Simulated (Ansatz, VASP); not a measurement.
# HfN: VASP beside Ansatz

```
Hf N
1.0
     0.00000    2.30025    2.30025
     2.30025    0.00000    2.30025
     2.30025    2.30025    0.00000
Hf N
1 1
Direct
  0.00000 0.00000 0.00000
  0.50000 0.50000 0.50000
```

Change from the starting cell: volume scaled by 1.06.

Alike in both runs: task single point; functional PBE; k mesh 10 × 10 × 10; occupations fermi-dirac, width 0.05 eV; no spin polarisation.

```csv
,VASP,Ansatz
version,VASP 6.6.1,Ansatz 0.2.0
potentials or method,"VASP PAW PBE potentials, release 64 (Hf_pv, N), cutoff 520 eV","all-electron LAPW, scalar-relativistic"
```

Ansatz gave:

* gap on the k mesh at the Fermi level (eV): none
* pressure (GPa): -8.4

**Question.** Estimate VASP's values.

**Answer.** gap on the k mesh at the Fermi level (eV): none; pressure (GPa): -10.6.

A gap of «none» marks a metal or a gap that the smearing closes. Ansatz ran all-electron here, and VASP with PAW potentials.

Spin-orbit coupling is off throughout.
